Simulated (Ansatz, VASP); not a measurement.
**MgO in VASP and in Ansatz**

The input INCAR:

```
SYSTEM = MgO
  ALGO = Normal
  EDIFF = 1E-7
  ENCUT = 520
  GGA = PE
  ISIF = 2
  ISMEAR = 0
  LASPH = .TRUE.
  LCHARG = .TRUE.
  LELF = .TRUE.
  LREAL = .FALSE.
  LVHAR = .TRUE.
  LWAVE = .FALSE.
  NBANDS = 11
  NELM = 60
  PREC = Accurate
  SIGMA = 0.05
```

Contents of KPOINTS:

```
k-points
0
G
  10 10 10
  0 0 0
```

POSCAR

```
MgO
1.0
    0.0000000000      2.1351500000      2.1351500000
    2.1351500000      0.0000000000      2.1351500000
    2.1351500000      2.1351500000      0.0000000000
Mg O
1 1
Direct
    0.0000000000      0.0000000000      0.0000000000
    0.5204903637      0.5204903637      0.4795096363
```

Input for Ansatz:

```yaml
crystal:
  lattice:
    - [0.0, 2.13515, 2.13515]
    - [2.13515, 0.0, 2.13515]
    - [2.13515, 2.13515, 0.0]
  atoms:
    - { symbol: Mg, position: [0.0, 0.0, 0.0] }
    - { symbol: O, position: [0.5204903637, 0.5204903637, 0.4795096363] }
basis:
  ecutwfc: 420
kpoints:
  mp_grid: { grid: [10, 10, 10] }
hamiltonian:
  xc: pbe
scf:
  occupations: { method: gaussian, width: 0.05 }
output:
  forces: true
  stress: true
  eigenvalues: true
  write_density: true
  write_potential: true
  elf: true
  volumetric_format: npy
```

Change from the starting cell: all O atoms moved +0.087 Å, as atom 2 along Cartesian [0 0 1].

Alike in both runs: task single point; functional PBE; k mesh 10 × 10 × 10; occupations gaussian, width 0.05 eV; no spin polarisation.

```csv
,VASP,Ansatz
version,VASP 6.6.1,Ansatz 0.2.0
potentials or method,"VASP PAW PBE potentials, release 64 (Mg, O), cutoff 520 eV","scalar-relativistic, plane waves, PAW"
valence electrons in the cell,8,16
```

|  | VASP | Ansatz | Ansatz less VASP |
| --- | --- | --- | --- |
| gap on the k mesh at the Fermi level (eV) | 4.33 | 4.35 | +0.017 |
| least direct gap on the mesh (eV) | 4.33 | 4.35 | +0.017 |
| pressure (GPa) | -1.8 | -1.0 | +0.74 |
| traceless stress, the component that is largest in VASP (GPa) | 1.58 | 1.56 | -0.019 |
| rms of the force components (eV/Å) | 0.241 | 0.238 | -0.0034 |

Atom by atom the forces differ by 0.003 eV/Å (rms over components). VASP's potentials hold 8 valence electrons a cell and Ansatz's 16, so a difference there can come from the potentials and not from the codes.
